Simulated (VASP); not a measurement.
# K (Pm-3m) in VASP: further runs

Runs on K. Level: PBEsol. Tasks: single point.

Program: VASP 6.6.1. These are calculated values, not measurements. Logs are shortened: lines on timing, memory, paths and dates and some standing lists are left out, and cuts for length are marked.

### Step 1. The cell of the first run

It takes space group Pm-3m (No. 221, cubic). Conventional cell: a = 4.339 Å, b = 4.339 Å, c = 4.339 Å, α = 90.00°, β = 90.00°, γ = 90.00°. Within 5.7 Å of K (site symmetry m-3m) lie 6 K at 4.34 Å.

### Step 2. Single point, PBEsol

File INCAR:

```
PREC = Accurate
ENCUT = 520
EDIFF = 1E-7
ISMEAR = 1
SIGMA = 0.1
LREAL = False
LASPH = True
NELM = 60
ALGO = Normal
ISIF = 2
LWAVE = False
LCHARG = False
GGA = PS
NBANDS = 10
```

File KPOINTS:

```
regular mesh
0
Gamma
  7 7 7
```

File POSCAR:

```
K
1.0
    4.3389857856      0.0000000000      0.0000000000
    0.0000000000      4.3389857856      0.0000000000
    0.0000000000      0.0000000000      4.3389857856
K
1
Direct
    0.0000000000      0.0000000000      0.0000000000
```

Potentials or basis: VASP PAW PBE potentials, release 64 (K_sv).

The run is started by

```
> cat potpaw_PBE.64/K_sv/POTCAR > POTCAR
> mpirun -np 1 vasp_std > vasp.out
```

OUTCAR:

```text
PREC = Accurate
   ENCUT = 520
   EDIFF = 1E-7
   ISMEAR = 1
   LREAL = False
   LASPH = True
   NELM = 60
   ISIF = 2
   GGA = PS

 ion  position               nearest neighbor table
   1  0.000  0.000  0.000-

  LATTYP: Found a simple cubic cell.
 ALAT       =     4.3389857856

  Lattice vectors:

 A1 = (   4.3389857856,   0.0000000000,   0.0000000000)
 A2 = (   0.0000000000,   4.3389857856,   0.0000000000)
 A3 = (   0.0000000000,   0.0000000000,   4.3389857856)

Analysis of symmetry for initial positions (statically):
=====================================================================
 Subroutine PRICEL returns:
 Original cell was already a primitive cell.

 Routine SETGRP: Setting up the symmetry group for a
 simple cubic supercell.

 Subroutine GETGRP returns: Found 48 space group operations
 (whereof 48 operations were pure point group operations)
 out of a pool of 48 trial point group operations.

The static configuration has the point symmetry O_h .

Analysis of symmetry for dynamics (positions and initial velocities):
=====================================================================
 Subroutine PRICEL returns:
 Original cell was already a primitive cell.

 Routine SETGRP: Setting up the symmetry group for a
 simple cubic supercell.

 Subroutine GETGRP returns: Found 48 space group operations
 (whereof 48 operations were pure point group operations)
 out of a pool of 48 trial point group operations.

The dynamic configuration has the point symmetry O_h .

 Subroutine INISYM returns: Found 48 space group operations
 (whereof 48 operations are pure point group operations),
 and found     1 'primitive' translations

----------------------------------------------------------------------------------------

                                     Primitive cell

  volume of cell :      81.6892

  direct lattice vectors                    reciprocal lattice vectors
     4.338985786  0.000000000  0.000000000     0.230468605  0.000000000  0.000000000
     0.000000000  4.338985786  0.000000000     0.000000000  0.230468605  0.000000000
     0.000000000  0.000000000  4.338985786     0.000000000  0.000000000  0.230468605

  length of vectors
     4.338985786  4.338985786  4.338985786     0.230468605  0.230468605  0.230468605

  position of ions in fractional coordinates (direct lattice)
     0.000000000  0.000000000  0.000000000

  ion indices of the primitive-cell ions
   primitive index   ion index
                 1           1

----------------------------------------------------------------------------------------

 KPOINTS: regular mesh

Automatic generation of k-mesh.
 Grid dimensions read from file:
 generate k-points for:    7    7    7

 Generating k-lattice:

  Cartesian coordinates                     Fractional coordinates (reciprocal lattice)
     0.032924086  0.000000000  0.000000000     0.142857143  0.000000000  0.000000000
     0.000000000  0.032924086  0.000000000     0.000000000  0.142857143  0.000000000
     0.000000000  0.000000000  0.032924086     0.000000000  0.000000000  0.142857143

  Length of vectors
     0.032924086  0.032924086  0.032924086

  Shift w.r.t. Gamma in fractional coordinates (k-lattice)
     0.000000000  0.000000000  0.000000000

 Subroutine IBZKPT returns following result:
 ===========================================

 Found     20 irreducible k-points:

 Following reciprocal coordinates:
            Coordinates               Weight
  0.000000  0.000000  0.000000      1.000000
  0.142857  0.000000  0.000000      6.000000
  0.285714  0.000000  0.000000      6.000000
  0.428571  0.000000  0.000000      6.000000
  0.142857  0.142857  0.000000     12.000000
  0.285714  0.142857  0.000000     24.000000
[... 12 lines left out ...]
  0.428571  0.428571  0.285714     24.000000
  0.428571  0.428571  0.428571      8.000000
   k-points           NKPTS =     20   k-points in BZ     NKDIM =     20   number of bands    NBANDS=     10
   number of dos      NEDOS =    301   number of ions     NIONS =      1
   total plane-waves  NPLWV =  32768
   dimension x,y,z NGX =    32 NGY =   32 NGZ =   32
   dimension x,y,z NGXF=    64 NGYF=   64 NGZF=   64
   ions per type =               1
   NGX,Y,Z   is equivalent  to a cutoff of  12.26, 12.26, 12.26 a.u.
   NGXF,Y,Z  is equivalent  to a cutoff of  24.52, 24.52, 24.52 a.u.
 SYSTEM =  unknown system
   PREC   = accura    normal or accurate (medium, high low for compatibility)
   ISTART =      0    job   : 0-new  1-cont  2-samecut
   ICHARG =      2    charge: 1-file 2-atom 10-const
   ISPIN  =      1    spin polarized calculation?
   LNONCOLLINEAR =      F non collinear calculations
   LSORBIT =      F    spin-orbit coupling
   LASPH  =      T    aspherical Exc in radial PAW
   ENCUT  =  520.0 eV  38.22 Ry    6.18 a.u.   8.07  8.07  8.07*2*pi/ulx,y,z
   NELM   =     60;   NELMIN=  2; NELMDL= -5     # of ELM steps
   EDIFF  = 0.1E-06   stopping-criterion for ELM
   LREAL  =      F    real-space projection
   EDIFFG = 0.1E-05   stopping-criterion for IOM
   NSW    =      0    number of steps for IOM
   IBRION =     -1    ionic relax: 0-MD 1-quasi-New 2-CG
   NFREE  =      0    steps in history (QN), initial steepest desc. (CG)
   ISIF   =      2    stress and relaxation
   ISYM   =      2    0-nonsym 1-usesym 2-fastsym
   POTIM  = 0.5000    time-step for ionic-motion
   TEBEG  =    0.0;   TEEND  =   0.0 temperature during run
   PSTRESS=    0.0 pullay stress
   NELECT =       9.0000    total number of electrons
   NUPDOWN=      -1.0000    fix difference up-down
   EMIN   =  10.00;   EMAX   =-10.00  energy-range for DOS
   EFERMI =   0.00;   METHOD = LEGACY
   ISMEAR =     1;   SIGMA  =   0.10  broadening in eV -4-tet -1-fermi 0-gaus
   EFERMI_NEDOS =   21; number of points for ismear=-14 and -15
   IALGO  =     38    algorithm
   IMIX   =      4    mixing-type and parameters
     AMIX     =   0.40;   BMIX     =  1.00
     AMIX_MAG =   1.60;   BMIX_MAG =  1.00
  volume/ion in A,a.u.               =      81.69       551.27
  Fermi-wavevector in a.u.,A,eV,Ry     =   0.784815  1.483086  8.380304  0.615935
  Thomas-Fermi vector in A             =   1.889025
   LORBIT       =      0    0 simple, 1 ext, 2 COOP (PROOUT), +10 PAW based schemes
   GGA     = PS    functional components
   LHFCALC =     F    Hartree Fock is set to
   AEXX    =    0.0000 exact exchange contribution
   IVDW    =     0    specifies the selected vdW correction
   LEPSILON=     F    determine dielectric tensor
   LRPA    =     F    only Hartree local field effects (RPA)
 non-spin polarized calculation
 Methfessel and Paxton  Order N= 1 SIGMA  =   0.10
  energy-cutoff  :      520.00
  volume of cell :       81.69
 maximum number of plane-waves:      2236
   NGX = 17   NGY = 17   NGZ = 17

 number of electron       9.0000003 magnetization

 Free energy of the ion-electron system (eV)
  ---------------------------------------------------
  ext. energy  EPLUGINS =         0.00000000
  ---------------------------------------------------
  free energy    TOTEN  =        -1.02546381 eV

  energy without entropy =       -1.02613081  energy(sigma->0) =       -1.02568614

 E-fermi :  -0.3950     XC(G=0):  -5.4353

 val. band max:       -0.4836626049   @ k =   0.4286   0.1429   0.1429
 cond. band min:      -0.3264727342   @ k =   0.2857   0.2857   0.2857
 fundamental gap:      0.1571898707
 Fermi energy:        -0.3950377460

 k-point     1 :       0.0000    0.0000    0.0000
  band No.  band energies     occupation
      1     -32.5666      2.00000
      2     -16.0699      2.00000
      3     -16.0699      2.00000
      4     -16.0699      2.00000
      5      -2.3772      2.00000
      6       2.5281      0.00000
      7       2.5281      0.00000
      8       5.7642      0.00000
      9       5.7651      0.00000
     10       5.8284      0.00000

 k-point     2 :       0.1429    0.0000    0.0000
  band No.  band energies     occupation
      1     -32.5659      2.00000
      2     -16.0850      2.00000
      3     -16.0687      2.00000
      4     -16.0687      2.00000
      5      -2.1924      2.00000
      6       2.2989      0.00000
      7       2.6202      0.00000
      8       5.1177      0.00000
      9       5.1177      0.00000
     10       5.3428      0.00000

 k-point     3 :       0.2857    0.0000    0.0000
  band No.  band energies     occupation
      1     -32.5642      2.00000
      2     -16.1185      2.00000
      3     -16.0658      2.00000
      4     -16.0658      2.00000
      5      -1.6560      2.00000
      6       1.4430     -0.00000
      7       2.8560      0.00000
      8       4.5921      0.00000
      9       4.5921      0.00000
     10       5.3754      0.00000

 k-point     4 :       0.4286    0.0000    0.0000
  band No.  band energies     occupation
      1     -32.5629      2.00000
      2     -16.1451      2.00000
      3     -16.0636      2.00000
      4     -16.0636      2.00000
      5      -0.8197      2.00000
      6       0.2864     -0.00000
      7       3.0871      0.00000
      8       4.3101      0.00000
      9       4.3101      0.00000
     10       5.9324      0.00000
[... 170 lines left out ...]
 k-point    18 :       0.4286    0.2857    0.2857
  band No.  band energies     occupation
      1     -32.5584      2.00000
      2     -16.1337      2.00000
      3     -16.1062      2.00000
      4     -16.1047      2.00000
      5       0.3956     -0.00000
      6       1.4005     -0.00000
      7       2.5079      0.00000
      8       3.5079      0.00000
      9       3.5129      0.00000
     10       4.0580      0.00000

 k-point    19 :       0.4286    0.4286    0.2857
  band No.  band energies     occupation
      1     -32.5571      2.00000
      2     -16.1307      2.00000
      3     -16.1304      2.00000
      4     -16.1027      2.00000
      5       0.9902     -0.00000
      6       1.9074      0.00000
      7       1.9108      0.00000
      8       2.9809      0.00000
      9       3.8785      0.00000
     10       4.1042      0.00000

 k-point    20 :       0.4286    0.4286    0.4286
  band No.  band energies     occupation
      1     -32.5558      2.00000
      2     -16.1278      2.00000
      3     -16.1273      2.00000
      4     -16.1273      2.00000
      5       1.5026     -0.00000
      6       2.0000      0.00000
      7       2.0000      0.00000
      8       3.4772      0.00000
      9       3.8013      0.00000
     10       3.8013      0.00000

------------------------ aborting loop because EDIFF is reached ----------------------------------------

  FORCE on cell =-STRESS in cart. coord.  units (eV):
  Direction    XX          YY          ZZ          XY          YZ          ZX
  --------------------------------------------------------------------------------------
  -------------------------------------------------------------------------------------
  Total       -0.0977061     -0.0977061     -0.0977061     -0.0000000     -0.0000000      0.0000000
  in kB       -1.9163179     -1.9163179     -1.9163179     -0.0000000     -0.0000000      0.0000000
  external PRESSURE =      -1.9163179 kB  Pullay stress =       0.0000000 kB

 VOLUME and BASIS-vectors are now :
 -----------------------------------------------------------------------------
  energy-cutoff  :      520.00
  volume of cell :       81.69
      direct lattice vectors                 reciprocal lattice vectors
     4.338985786  0.000000000  0.000000000     0.230468605  0.000000000  0.000000000
     0.000000000  4.338985786  0.000000000     0.000000000  0.230468605  0.000000000
     0.000000000  0.000000000  4.338985786     0.000000000  0.000000000  0.230468605

 POSITION                                       TOTAL-FORCE (eV/Angst)
 -----------------------------------------------------------------------------------
      0.00000      0.00000      0.00000         0.000000      0.000000      0.000000
 -----------------------------------------------------------------------------------
    total drift:                                0.000000     -0.000000      0.000000

  FREE ENERGIE OF THE ION-ELECTRON SYSTEM (eV)
  ---------------------------------------------------
  free  energy   TOTEN  =        -1.0254638107 eV

  energy  without entropy=       -1.0261308118  energy(sigma->0) =       -1.02568614
```

Wall time 9.7 s (1 thread of Intel Xeon Platinum 8488C (Sapphire Rapids), shared host); peak memory 0.17 GiB.

What came out:

```
Free energy : -1.0255 eV
Pressure    : -0.2 GPa
```

Levels at points of the mesh, in eV from the Fermi level:
| k point | band 1 | band 2 | band 3 | band 4 | band 5 | band 6 | band 7 | band 8 | band 9 | band 10 |
| --- | --- | --- | --- | --- | --- | --- | --- | --- | --- | --- |
| (0.00, 0.00, 0.00) | -32.17 | -15.67 | -15.67 | -15.67 | -1.98 | 2.92 | 2.92 | 6.16 | 6.16 | 6.22 |

Caveat: the PAW data sets were made with another functional, which shifts forces and pressure a little.

### Step 3. Single point, PBEsol

This run uses another cell than the first one, of 83.29 Å³/atom, 1.020 times its volume.

File INCAR:

```
ALGO = Normal
EDIFF = 1E-7
ENCUT = 520
GGA = PS
ISIF = 2
ISMEAR = 1
LASPH = T
LCHARG = F
LREAL = F
LWAVE = F
NBANDS = 10
NELM = 60
PREC = Accurate
SIGMA = 0.1
```

File KPOINTS:

```
k-points
0
Gamma
  7 7 7
```

File POSCAR:

```
K
1.0
    4.3671618074      0.0000000000      0.0000000000
    0.0000000000      4.3671618074      0.0000000000
    0.0000000000      0.0000000000      4.3671618074
K
1
Direct
    0.0000000000      0.0000000000      0.0000000000
```

Potentials or basis: VASP PAW PBE potentials, release 64 (K_sv).

The run is started by

```
> cat potpaw_PBE.64/K_sv/POTCAR > POTCAR
> mpirun -np 1 vasp_std > vasp.out
```

Run time: 8.6 s. Hardware: 1 thread of Intel Xeon Platinum 8488C (Sapphire Rapids), shared host; peak memory 0.17 GiB.

The run converged. Its results:

```yaml
Free_energy: -1.0234 eV
Pressure: -0.2 GPa
```

Levels at points of the mesh, in eV from the Fermi level:
| k point | band 1 | band 2 | band 3 | band 4 | band 5 | band 6 | band 7 | band 8 | band 9 | band 10 |
| --- | --- | --- | --- | --- | --- | --- | --- | --- | --- | --- |
| (0.00, 0.00, 0.00) | -32.18 | -15.69 | -15.69 | -15.69 | -1.96 | 2.92 | 2.92 | 6.12 | 6.12 | 6.18 |

Caveat: the PAW data sets were made with another functional, which shifts forces and pressure a little.

### Step 4. Single point, PBEsol

This run uses another cell than the first one, of 84.89 Å³/atom, 1.039 times its volume.

File INCAR:

```
SYSTEM = K
PREC = Accurate
ENCUT = 520
EDIFF = 1E-6
ISMEAR = 1
SIGMA = 0.1
LREAL = .False.
LASPH = .True.
NELM = 100
ALGO = Normal
ISIF = 2
LWAVE = .False.
LCHARG = .False.
GGA = PS
NBANDS = 10
```

File KPOINTS:

```
regular mesh
0
Gamma
  7 7 7
  0 0 0
```

File POSCAR:

```
K
1.0
    4.3949788747      0.0000000000      0.0000000000
    0.0000000000      4.3949788747      0.0000000000
    0.0000000000      0.0000000000      4.3949788747
K
1
Direct
    0.0000000000      0.0000000000      0.0000000000
```

The run is started by

```
> cat potpaw_PBE.64/K_sv/POTCAR > POTCAR
> mpirun -np 1 vasp_std > vasp.out
```

It took 11 s on 1 thread of Intel Xeon Platinum 8488C (Sapphire Rapids), shared host; peak memory 0.19 GiB.

Results (log left out):

```yaml
Free_energy: -1.0210 eV
Pressure: -0.3 GPa
```

Levels at points of the mesh, in eV from the Fermi level:
```tsv
k point	band 3	band 4	band 5	band 6	band 7	band 8
(0.00, 0.00, 0.00)	-15.70	-15.70	-1.93	2.91	2.91	6.08
```

Caveat: the PAW data sets were made with another functional, which shifts forces and pressure a little.

### Step 5. Summary

```tsv
cell	gap on the mesh (eV)	pressure (GPa)
a = 4.339 Å, 1 atom	none	-0.2
a = 4.367 Å, 1 atom	none	-0.2
a = 4.395 Å, 1 atom	none	-0.3
```

Alike in all rows: task single point; level PBEsol; potentials or basis VASP PAW PBE potentials, release 64 (K_sv); no spin polarisation; k mesh 7 × 7 × 7; cutoff (eV) 520; smearing methfessel-paxton 0.1 eV.

Caveats: the PAW data sets were made with another functional, which shifts forces and pressure a little.

Absolute energies hang on the potentials; compare differences alone.
